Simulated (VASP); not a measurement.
The system is V.

```xyz
1
Lattice="2.4625 0.0000 0.0000 0.0000 2.4625 0.0000 0.0000 0.0000 2.4625" Properties=species:S:1:pos:R:3 pbc="T T T"
V     0.0000    0.0000    0.0000
```

- Program: VASP 6.6.1
- Task: relaxation of cell and atoms
- Functional: BLYP
- Potentials or basis: VASP PAW PBE potentials, release 64 (V_sv)
- Cutoff: 600 eV
- k mesh: 13 × 13 × 13
- Occupations: fermi-dirac, width 0.1 eV
- Spin: no spin polarisation

At the start: pressure 2.4 GPa; volume 14.93 Å³/atom.

Problem. How do energy, volume and symmetry change on relaxing?

Solution. Over 3 steps the energy falls by 2.2 meV/atom and the volume is 15.22 Å³/atom (+1.9 %); space group Pm-3m (No. 221, to 0.05 Å).

The path:
| step | energy change (eV) | largest force (eV/Å) | pressure (GPa) | volume (Å³) |
| --- | --- | --- | --- | --- |
| 1 | 0.0000 | 0.0000 | 2.44 | 14.93 |
| 2 | -0.0011 | 0.0000 | -1.65 | 15.43 |
| 3 | -0.0022 | 0.0000 | -0.03 | 15.22 |

Final structure:
```
V
1.0
     2.47837    0.00000    0.00000
     0.00000    2.47837    0.00000
     0.00000    0.00000    2.47837
V
1
Direct
  0.00000 0.00000 0.00000
```

Caveat: the PAW data sets were made with another functional, which shifts forces and pressure a little.
